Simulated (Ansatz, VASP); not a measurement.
## Two plane-wave programs on ZnGe3

Contents of POSCAR:

```
ZnGe3
1.0
    4.1066230740      0.0000000000      0.0000000000
    0.0000000000      4.1066230740      0.0000000000
    0.0000000000      0.0000000000      4.1066230740
Zn Ge
1 3
Direct
    0.0000000000      0.0000000000      0.0000000000
    0.0000000000      0.5000000000      0.5000000000
    0.5000000000      0.0000000000      0.5000000000
    0.5000000000      0.5000000000      0.0000000000
```

Contents of INCAR.step1:

```
ALGO = Normal
EDIFF = 1E-4
ENCUT = 520
GGA = PE
ISMEAR = 1
LASPH = True
LCHARG = False
LREAL = False
LWAVE = True
NBANDS = 35
NELM = 80
PREC = Accurate
SIGMA = 0.1
```

File INCAR.step2:

```
ALGO = Normal
EDIFF = 1E-7
ENCUT = 520
ISIF = 2
ISMEAR = 1
ISTART = 1
LASPH = True
LCHARG = True
LELF = True
LMIXTAU = True
LREAL = False
LVHAR = True
LWAVE = False
METAGGA = R2SCAN
NBANDS = 35
NELM = 80
PREC = Accurate
SIGMA = 0.1
```

The input KPOINTS:

```
k-points
0
Gamma
  6 6 6
```

Input for Ansatz:

```yaml
crystal:
  lattice:
    - [4.106623074039927, 0.0, 0.0]
    - [0.0, 4.106623074039927, 0.0]
    - [0.0, 0.0, 4.106623074039927]
  atoms:
    - { symbol: Zn, position: [0.0, 0.0, 0.0] }
    - { symbol: Ge, position: [0.0, 0.5, 0.5] }
    - { symbol: Ge, position: [0.5, 0.0, 0.5] }
    - { symbol: Ge, position: [0.5, 0.5, 0.0] }
basis:
  ecutwfc: 650.0
kpoints:
  mp_grid:
    grid: [6, 6, 6]
hamiltonian:
  xc: r2scan
scf:
  occupations:
    method: cold
output:
  stress: true
```

Alike in both runs: task single point; functional r2SCAN; k mesh 6 × 6 × 6; no spin polarisation.

|  | VASP | Ansatz |
| --- | --- | --- |
| version | VASP 6.6.1 | Ansatz 0.2.0 |
| potentials or method | VASP PAW PBE potentials, release 64 (Zn, Ge_d), cutoff 520 eV | plane waves, PAW |
| occupations | methfessel-paxton of order 1, width 0.1 eV | cold |
| valence electrons in the cell | 54 | 54 |

|  | VASP | Ansatz | Ansatz less VASP |
| --- | --- | --- | --- |
| pressure (GPa) | 3.5 | 3.6 | +0.15 |

VASP's potentials were made for PBE, not for r2SCAN.
